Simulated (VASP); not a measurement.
# Rb (P6_3/mmc) in VASP: a series of runs

Rb is run at these levels: LDA; tasks: single point.

Everything below comes from runs of VASP 6.6.1. Logs are shortened: lines on timing, memory, paths and dates and some standing lists are left out, and cuts for length are marked.

### Step 1. The cell of the first run

It takes space group P6_3/mmc (No. 194, hexagonal). Conventional cell: a = 3.527 Å, b = 3.527 Å, c = 5.797 Å, α = 90.00°, β = 90.00°, γ = 120.00°. Within 4.6 Å of Rb (site symmetry -6m2) lie 12 Rb at 3.53 to 3.54 Å.

### Step 2. Single point, LDA (volume scaled by 0.4)

The input, INCAR:

```
PREC     = Accurate       # precision mode
ENCUT    = 520            # plane-wave cutoff, eV
EDIFF    = 1E-6           # SCF threshold, eV
ISMEAR   = -1             # smearing method
SIGMA    = 0.1            # smearing width, eV
LREAL    = False          # projectors in reciprocal space
LASPH    = True           # aspherical terms in the spheres
NELM     = 100            # most SCF steps
ALGO     = Normal         # electronic algorithm
ISIF     = 2              # what is computed and relaxed
LWAVE    = False          # write WAVECAR
LCHARG   = False          # write CHGCAR
NBANDS   = 16             # bands
```

The input, KPOINTS:

```
Automatic mesh
0
Gamma
  9 9 5
```

The input, POSCAR:

```
Rb
1.0
    3.5269666751      0.0000000000      0.0000000000
   -1.7634833375      3.0544427389      0.0000000000
    0.0000000000      0.0000000000      5.7974051090
Rb
2
Direct
    0.3333333333      0.6666666667      0.2500000000
    0.6666666667      0.3333333333      0.7500000000
```

Potentials or basis: VASP PAW LDA potentials, release 64 (Rb_sv).

On the command line:

```
$ cat potpaw_LDA.64/Rb_sv/POTCAR > POTCAR
$ mpirun -np 1 vasp_std > vasp.out
```

OUTCAR:

```text
PREC = Accurate
   ENCUT = 520
   EDIFF = 1E-6
   ISMEAR = -1
   LREAL = False
   LASPH = True
   NELM = 100
   ISIF = 2

 ion  position               nearest neighbor table
   1  0.333  0.667  0.250-   2 3.54   2 3.54   2 3.54   2 3.54   2 3.54   2 3.54   2 5.00   2 5.00
                             2 5.00   2 5.00   2 5.00   2 5.00
   2  0.667  0.333  0.750-   1 3.54   1 3.54   1 3.54   1 3.54   1 3.54   1 3.54   1 5.00   1 5.00
                             1 5.00   1 5.00   1 5.00   1 5.00

  LATTYP: Found a hexagonal cell.
 ALAT       =     3.5269666751
 C/A-ratio  =     1.6437368547

  Lattice vectors:

 A1 = (   3.5269666751,   0.0000000000,   0.0000000000)
 A2 = (  -1.7634833375,   3.0544427389,   0.0000000000)
 A3 = (   0.0000000000,   0.0000000000,   5.7974051090)

Analysis of symmetry for initial positions (statically):
=====================================================================
 Subroutine PRICEL returns:
 Original cell was already a primitive cell.

 Routine SETGRP: Setting up the symmetry group for a
 hexagonal supercell.

 Subroutine GETGRP returns: Found 24 space group operations
 (whereof 12 operations were pure point group operations)
 out of a pool of 24 trial point group operations.

The static configuration has the point symmetry D_3d.
 The point group associated with its full space group is D_6h.

Analysis of symmetry for dynamics (positions and initial velocities):
=====================================================================
 Subroutine PRICEL returns:
 Original cell was already a primitive cell.

 Routine SETGRP: Setting up the symmetry group for a
 hexagonal supercell.

 Subroutine GETGRP returns: Found 24 space group operations
 (whereof 12 operations were pure point group operations)
 out of a pool of 24 trial point group operations.

The dynamic configuration has the point symmetry D_3d.
 The point group associated with its full space group is D_6h.

 Subroutine INISYM returns: Found 24 space group operations
 (whereof 12 operations are pure point group operations),
 and found     1 'primitive' translations

----------------------------------------------------------------------------------------

                                     Primitive cell

  volume of cell :      62.4550

  direct lattice vectors                    reciprocal lattice vectors
     3.526966675  0.000000000  0.000000000     0.283529756  0.163695981  0.000000000
    -1.763483338  3.054442739  0.000000000     0.000000000  0.327391962  0.000000000
     0.000000000  0.000000000  5.797405109     0.000000000  0.000000000  0.172490965

  length of vectors
     3.526966675  3.526966675  5.797405109     0.327391962  0.327391962  0.172490965

  position of ions in fractional coordinates (direct lattice)
     0.333333333  0.666666667  0.250000000
     0.666666667  0.333333333  0.750000000

  ion indices of the primitive-cell ions
   primitive index   ion index
                 1           1
                 2           2

----------------------------------------------------------------------------------------

 KPOINTS: Automatic mesh

Automatic generation of k-mesh.
 Grid dimensions read from file:
 generate k-points for:    9    9    5

 Generating k-lattice:

  Cartesian coordinates                     Fractional coordinates (reciprocal lattice)
     0.031503306  0.018188442  0.000000000     0.111111111  0.000000000  0.000000000
     0.000000000  0.036376885  0.000000000     0.000000000  0.111111111  0.000000000
     0.000000000  0.000000000  0.034498193     0.000000000  0.000000000  0.200000000

  Length of vectors
     0.036376885  0.036376885  0.034498193

  Shift w.r.t. Gamma in fractional coordinates (k-lattice)
     0.000000000  0.000000000  0.000000000

 Subroutine IBZKPT returns following result:
 ===========================================

 Found     36 irreducible k-points:

 Following reciprocal coordinates:
            Coordinates               Weight
  0.000000  0.000000  0.000000      1.000000
  0.111111  0.000000  0.000000      6.000000
  0.222222  0.000000  0.000000      6.000000
  0.333333  0.000000  0.000000      6.000000
  0.444444  0.000000  0.000000      6.000000
  0.111111  0.111111  0.000000      6.000000
[... 16 lines left out ...]
  0.333333  0.222222  0.200000     24.000000
  0.333333  0.333333  0.200000      4.000000
 [... further k-points ...]
   k-points           NKPTS =     36   k-points in BZ     NKDIM =     36   number of bands    NBANDS=     16
   number of dos      NEDOS =    301   number of ions     NIONS =      2
   total plane-waves  NPLWV =  37632
   dimension x,y,z NGX =    28 NGY =   28 NGZ =   48
   dimension x,y,z NGXF=    56 NGYF=   56 NGZF=   96
   ions per type =               2
   NGX,Y,Z   is equivalent  to a cutoff of  13.20, 13.20, 13.76 a.u.
   NGXF,Y,Z  is equivalent  to a cutoff of  26.40, 26.40, 27.53 a.u.
 SYSTEM =  unknown system
   PREC   = accura    normal or accurate (medium, high low for compatibility)
   ISTART =      0    job   : 0-new  1-cont  2-samecut
   ICHARG =      2    charge: 1-file 2-atom 10-const
   ISPIN  =      1    spin polarized calculation?
   LNONCOLLINEAR =      F non collinear calculations
   LSORBIT =      F    spin-orbit coupling
   LASPH  =      T    aspherical Exc in radial PAW
   ENCUT  =  520.0 eV  38.22 Ry    6.18 a.u.   6.56  6.56 10.78*2*pi/ulx,y,z
   NELM   =    100;   NELMIN=  2; NELMDL= -5     # of ELM steps
   EDIFF  = 0.1E-05   stopping-criterion for ELM
   LREAL  =      F    real-space projection
   EDIFFG = 0.1E-04   stopping-criterion for IOM
   NSW    =      0    number of steps for IOM
   IBRION =     -1    ionic relax: 0-MD 1-quasi-New 2-CG
   NFREE  =      0    steps in history (QN), initial steepest desc. (CG)
   ISIF   =      2    stress and relaxation
   ISYM   =      2    0-nonsym 1-usesym 2-fastsym
   POTIM  = 0.5000    time-step for ionic-motion
   TEBEG  =    0.0;   TEEND  =   0.0 temperature during run
   PSTRESS=    0.0 pullay stress
   NELECT =      18.0000    total number of electrons
   NUPDOWN=      -1.0000    fix difference up-down
   EMIN   =  10.00;   EMAX   =-10.00  energy-range for DOS
   EFERMI =   0.00;   METHOD = LEGACY
   ISMEAR =    -1;   SIGMA  =   0.10  broadening in eV -4-tet -1-fermi 0-gaus
   EFERMI_NEDOS =   21; number of points for ismear=-14 and -15
   IALGO  =     38    algorithm
   IMIX   =      4    mixing-type and parameters
     AMIX     =   0.40;   BMIX     =  1.00
     AMIX_MAG =   1.60;   BMIX_MAG =  1.00
  volume/ion in A,a.u.               =      31.23       210.73
  Fermi-wavevector in a.u.,A,eV,Ry     =   1.081376  2.043504 15.910296  1.169374
  Thomas-Fermi vector in A             =   2.217391
   LORBIT       =      0    0 simple, 1 ext, 2 COOP (PROOUT), +10 PAW based schemes
   GGA     = CA    functional components
   LHFCALC =     F    Hartree Fock is set to
   AEXX    =    0.0000 exact exchange contribution
   IVDW    =     0    specifies the selected vdW correction
   LEPSILON=     F    determine dielectric tensor
   LRPA    =     F    only Hartree local field effects (RPA)
 non-spin polarized calculation
  energy-cutoff  :      520.00
  volume of cell :       62.45
 maximum number of plane-waves:      1713
 NGX is ok and might be reduce to    28
   NGX = 13   NGY = 13   NGZ = 21

 number of electron      18.0000000 magnetization

 Free energy of the ion-electron system (eV)
  ---------------------------------------------------
  ext. energy  EPLUGINS =         0.00000000
  ---------------------------------------------------
  free energy    TOTEN  =        -0.02013572 eV

  energy without entropy =        0.06281784  energy(sigma->0) =        0.02134106

 E-fermi :   3.8401     XC(G=0):  -9.2133

 val. band max:        3.8277279459   @ k =   0.1111   0.1111   0.4000
 cond. band min:       3.8621728849   @ k =   0.3333   0.1111   0.0000
 fundamental gap:      0.0344449389
 Fermi energy:         3.8401146700

 k-point     1 :       0.0000    0.0000    0.0000
  band No.  band energies     occupation
      1     -25.4982      2.00000
      2     -25.1719      2.00000
      3     -10.6909      2.00000
      4      -8.8220      2.00000
      5      -8.8220      2.00000
      6      -8.6012      2.00000
[... 8 lines left out ...]
     15       8.6826      0.00000
     16       8.6826      0.00000

 k-point     2 :       0.1111    0.0000    0.0000
  band No.  band energies     occupation
      1     -25.4645      2.00000
      2     -25.1546      2.00000
      3     -10.6122      2.00000
      4      -9.0441      2.00000
      5      -8.8862      2.00000
      6      -8.8161      2.00000
[... 8 lines left out ...]
     15       8.3709      0.00000
     16       8.9828      0.00000

 k-point     3 :       0.2222    0.0000    0.0000
  band No.  band energies     occupation
      1     -25.3753      2.00000
      2     -25.1129      2.00000
      3     -10.3918      2.00000
      4      -9.5821      2.00000
      5      -9.3249      2.00000
      6      -9.0341      2.00000
[... 8 lines left out ...]
     15       8.4770      0.00000
     16       9.1935      0.00000

 k-point     4 :       0.3333    0.0000    0.0000
  band No.  band energies     occupation
      1     -25.2633      2.00000
      2     -25.0726      2.00000
      3     -10.1462      2.00000
      4     -10.0810      2.00000
      5      -9.8246      2.00000
      6      -9.1866      2.00000
[... 8 lines left out ...]
     15       7.8787      0.00000
     16      10.5773      0.00000
[... 324 lines left out ...]
 k-point    22 :       0.2222    0.2222    0.2000
  band No.  band energies     occupation
      1     -25.1945      2.00000
      2     -25.0738      2.00000
      3     -10.2069      2.00000
      4     -10.1475      2.00000
      5      -9.5857      2.00000
      6      -9.4521      2.00000
[... 8 lines left out ...]
     15       7.6019      0.00000
     16      10.1110      0.00000

 k-point    23 :       0.3333    0.2222    0.2000
  band No.  band energies     occupation
      1     -25.1249      2.00000
      2     -25.0647      2.00000
      3     -10.3391      2.00000
      4     -10.1439      2.00000
      5      -9.7523      2.00000
      6      -9.4276      2.00000
[... 8 lines left out ...]
     15       8.3352      0.00000
     16      10.8101      0.00000

 k-point    24 :       0.3333    0.3333    0.2000
  band No.  band energies     occupation
      1     -25.0811      2.00000
      2     -25.0811      2.00000
      3     -10.1364      2.00000
      4     -10.0598      2.00000
      5     -10.0598      2.00000
      6      -9.5962      2.00000
[... 8 lines left out ...]
     15       8.5157      0.00000
     16      10.8398      0.00000

 [... further k-points ...]

------------------------ aborting loop because EDIFF is reached ----------------------------------------

  FORCE on cell =-STRESS in cart. coord.  units (eV):
  Direction    XX          YY          ZZ          XY          YZ          ZX
  --------------------------------------------------------------------------------------
  -------------------------------------------------------------------------------------
  Total        4.9895930      4.9895930      5.0139084      0.0000000      0.0000000      0.0000000
  in kB      127.9996279    127.9996279    128.6234006      0.0000000      0.0000000      0.0000000
  external PRESSURE =     128.2075521 kB  Pullay stress =       0.0000000 kB

 VOLUME and BASIS-vectors are now :
 -----------------------------------------------------------------------------
  energy-cutoff  :      520.00
  volume of cell :       62.45
      direct lattice vectors                 reciprocal lattice vectors
     3.526966675  0.000000000  0.000000000     0.283529756  0.163695981  0.000000000
    -1.763483338  3.054442739  0.000000000     0.000000000  0.327391962  0.000000000
     0.000000000  0.000000000  5.797405109     0.000000000  0.000000000  0.172490965

 POSITION                                       TOTAL-FORCE (eV/Angst)
 -----------------------------------------------------------------------------------
     -0.00000      2.03630      1.44935        -0.000000     -0.000000     -0.000000
      1.76348      1.01815      4.34805         0.000000      0.000000      0.000000
 -----------------------------------------------------------------------------------
    total drift:                               -0.000000      0.000000     -0.000000

  FREE ENERGIE OF THE ION-ELECTRON SYSTEM (eV)
  ---------------------------------------------------
  free  energy   TOTEN  =        -0.0201357215 eV

  energy  without entropy=        0.0628178373  energy(sigma->0) =        0.02134106
```

Wall time 11 s (1 thread of Intel Xeon 6975P-C (Granite Rapids), shared host); peak memory 0.16 GiB.

What came out:

```
Free energy            : -0.0201 eV
Pressure               : 12.8 GPa
Band gap on the k mesh : zero (band 9 reaches 4.70 eV, above the bottom of band 10 at 2.94 eV)
```

### Step 3. Single point, LDA (volume scaled by 0.4)

The input, INCAR:

```
PREC = Accurate
ENCUT = 520
EDIFF = 1E-7
ISMEAR = -1
SIGMA = 0.1
LREAL = F
LASPH = T
NELM = 60
ALGO = Normal
ISIF = 2
LWAVE = F
LCHARG = F
GGA = CA
NBANDS = 16
```

The input, KPOINTS:

```
regular mesh
0
Gamma
  9 9 5
```

POSCAR is that of step 2.

Potentials or basis: VASP PAW LDA potentials, release 64 (Rb_sv).

On the command line:

```
$ cat potpaw_LDA.64/Rb_sv/POTCAR > POTCAR
$ mpirun -np 1 vasp_std > vasp.out
```

OUTCAR:

```text
PREC = Accurate
   ENCUT = 520
   EDIFF = 1E-7
   ISMEAR = -1
   LREAL = F
   LASPH = T
   NELM = 60
   ISIF = 2
   GGA = CA

 ion  position               nearest neighbor table
   1  0.333  0.667  0.250-   2 3.54   2 3.54   2 3.54   2 3.54   2 3.54   2 3.54   2 5.00   2 5.00
                             2 5.00   2 5.00   2 5.00   2 5.00
   2  0.667  0.333  0.750-   1 3.54   1 3.54   1 3.54   1 3.54   1 3.54   1 3.54   1 5.00   1 5.00
                             1 5.00   1 5.00   1 5.00   1 5.00

  LATTYP: Found a hexagonal cell.
 ALAT       =     3.5269666751
[... 650 lines left out ...]

  FORCE on cell =-STRESS in cart. coord.  units (eV):
  Direction    XX          YY          ZZ          XY          YZ          ZX
  --------------------------------------------------------------------------------------
  -------------------------------------------------------------------------------------
  Total        4.9890816      4.9890816      5.0135173      0.0000000     -0.0000000      0.0000000
  in kB      127.9865092    127.9865091    128.6133680      0.0000000     -0.0000000      0.0000000
  external PRESSURE =     128.1954621 kB  Pullay stress =       0.0000000 kB

 VOLUME and BASIS-vectors are now :
 -----------------------------------------------------------------------------
  energy-cutoff  :      520.00
  volume of cell :       62.45
      direct lattice vectors                 reciprocal lattice vectors
     3.526966675  0.000000000  0.000000000     0.283529756  0.163695981  0.000000000
    -1.763483338  3.054442739  0.000000000     0.000000000  0.327391962  0.000000000
     0.000000000  0.000000000  5.797405109     0.000000000  0.000000000  0.172490965

 POSITION                                       TOTAL-FORCE (eV/Angst)
 -----------------------------------------------------------------------------------
     -0.00000      2.03630      1.44935        -0.000000      0.000000      0.000000
      1.76348      1.01815      4.34805         0.000000      0.000000      0.000000
 -----------------------------------------------------------------------------------
    total drift:                               -0.000000      0.000000     -0.000000

  FREE ENERGIE OF THE ION-ELECTRON SYSTEM (eV)
  ---------------------------------------------------
  free  energy   TOTEN  =        -0.0201357318 eV

  energy  without entropy=        0.0628179727  energy(sigma->0) =        0.02134112
```

stdout:

```text
POSCAR found type information on POSCAR Rb
 POSCAR found :  1 types and       2 ions
 scaLAPACK will be used
 LDA part: xc-table for (Slater(with rela. corr.)+CA(PZ))
 , standard interpolation
 POSCAR, INCAR and KPOINTS ok, starting setup
 FFT: planning ... GRIDC
 FFT: planning ... GRID_SOFT
 FFT: planning ... GRID
 WAVECAR not read
 entering main loop
```

Run time: 12 s. Hardware: 1 thread of Intel Xeon 6975P-C (Granite Rapids), shared host; peak memory 0.16 GiB.

What came out:

- Free energy: -0.0201 eV
- Pressure: 12.8 GPa
- Band gap on the k mesh: zero (band 9 reaches 4.70 eV, above the bottom of band 10 at 2.94 eV)

(Part 1 of 2 ends here.)
